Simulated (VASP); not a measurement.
Write the native input for VASP 6.6.1 that does the following.

* Task: single point
* Functional: PBE
* Potentials or basis: VASP PAW PBE potentials, release 64 (Si, C)
* Cutoff: 520 eV
* k mesh: 6 × 6 × 10
* Occupations: gaussian, width 0.02 eV
* Spin: no spin polarisation
* Dipole correction: no
* k mesh for the DOS: 9 × 9 × 15
* Occupations for the DOS: tetrahedron
* Further INCAR settings: ALGO = Normal; EDIFF = 1e-06; NBANDS = 26

The system is SiC.

```
Si C
1.0
     5.32294    0.00000    0.00000
     0.00000    5.32294    0.00000
     0.00000    0.00000    3.09265
Si C
4 4
Direct
  0.67559 0.67559 0.00000
  0.82441 0.17559 0.50000
  0.32441 0.32441 0.00000
  0.17559 0.82441 0.50000
  0.81544 0.81544 0.50000
  0.68456 0.31544 0.00000
  0.18456 0.18456 0.50000
  0.31544 0.68456 0.00000
```

These files were run (other wordings do the same):

POSCAR

```
SiC
1.0
    5.3229435569      0.0000000000      0.0000000000
    0.0000000000      5.3229435569      0.0000000000
    0.0000000000      0.0000000000      3.0926496458
Si C
4 4
Direct
    0.6755857371      0.6755857371      0.0000000000
    0.8244142629      0.1755857371      0.5000000000
    0.3244142629      0.3244142629      0.0000000000
    0.1755857371      0.8244142629      0.5000000000
    0.8154412519      0.8154412519      0.5000000000
    0.6845587481      0.3154412519      0.0000000000
    0.1845587481      0.1845587481      0.5000000000
    0.3154412519      0.6845587481      0.0000000000
```

INCAR.step1

```
PREC = Accurate ; ENCUT = 520
EDIFF = 1E-6 ; ISMEAR = 0
SIGMA = 0.02 ; LREAL = F
LASPH = T ; NELM = 80
ALGO = Normal ; ISIF = 2
LWAVE = F ; LCHARG = T
GGA = PE ; NBANDS = 26
```

KPOINTS.step1

```
regular mesh
0
Gamma
  6 6 10
```

INCAR.step2

```
PREC = Accurate ; ENCUT = 520
EDIFF = 1E-6 ; ISMEAR = -5
SIGMA = 0.02 ; LREAL = F
LASPH = T ; NELM = 80
ALGO = Normal ; ISIF = 2
LWAVE = F ; LCHARG = F
GGA = PE ; LORBIT = 10
NBANDS = 26 ; NEDOS = 1001
ICHARG = 11
```

KPOINTS.step2

```
regular mesh
0
Gamma
  9 9 15
```

Potentials or basis: VASP PAW PBE potentials, release 64 (Si, C).

Command:

```sh
$ cat potpaw_PBE.64/Si/POTCAR potpaw_PBE.64/C/POTCAR > POTCAR
$ cp INCAR.step1 INCAR
$ cp KPOINTS.step1 KPOINTS
$ mpirun -np 1 vasp_std > vasp.out
$ cp INCAR.step2 INCAR
$ cp KPOINTS.step2 KPOINTS
$ mpirun -np 1 vasp_std > vasp.out
```

Results of the run:

The valence electrons inside the program's atomic spheres are Si 1.66; C 2.54.

It took 5.6 min on 1 thread of Intel Xeon 8259CL (shared host), peak memory 0.33 GiB.
